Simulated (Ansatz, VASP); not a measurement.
# One calculation of Ge, two programs

The input INCAR:

```
SYSTEM = Ge
  PREC = Accurate
  ENCUT = 520
  EDIFF = 1E-7
  ISMEAR = 0
  SIGMA = 0.15
  LREAL = .False.
  LASPH = .True.
  NELM = 60
  ALGO = Normal
  ISIF = 2
  LWAVE = .False.
  LCHARG = .False.
  GGA = PE
  IVDW = 12
  NBANDS = 13
```

The input KPOINTS:

```
regular mesh
0
Gamma
  20 20 20
  0 0 0
```

File POSCAR:

```
Ge
1.0
    0.0000000000      2.1403277355      2.0983605250
    2.1403277355      0.0000000000      2.0983605250
    2.1403277355      2.1403277355      0.0000000000
Ge
1
Direct
    0.0000000000      0.0000000000      0.0000000000
```

Input for Ansatz:

```yaml
crystal:
  lattice:
    - [0.0, 2.1403277355, 2.098360525]
    - [2.1403277355, 0.0, 2.098360525]
    - [2.1403277355, 2.1403277355, 0.0]
  atoms:
    - { symbol: Ge, position: [0.0, 0.0, 0.0] }
basis:
  ecutwfc: 420
kpoints:
  mp_grid: { grid: [20, 20, 20] }
hamiltonian:
  xc: pbe
  dispersion: d3bj
scf:
  occupations: { method: gaussian, width: 0.15 }
output:
  forces: true
  stress: true
  eigenvalues: true
```

Change from the starting cell: strain +0.0200 x Voigt [1, 1, 0, 0, 0, 0], atoms carried along.

Alike in both runs: task single point; functional PBE; dispersion D3(BJ); k mesh 20 × 20 × 20; occupations gaussian, width 0.15 eV; no spin polarisation.

|  | VASP | Ansatz |
| --- | --- | --- |
| version | VASP 6.6.1 | Ansatz 0.2.0 |
| potentials or method | VASP PAW PBE potentials, release 64 (Ge_d), cutoff 520 eV | scalar-relativistic, plane waves, PAW |
| valence electrons in the cell | 14 | 14 |

|  | VASP | Ansatz | Ansatz less VASP |
| --- | --- | --- | --- |
| gap on the k mesh at the Fermi level (eV) | none | none | - |
| pressure (GPa) | -1.7 | -1.7 | -0.04 |
| traceless stress, the component that is largest in VASP (GPa) | -0.25 | -0.25 | -0.003 |

A gap of «none» marks a metal or a gap that the smearing closes.
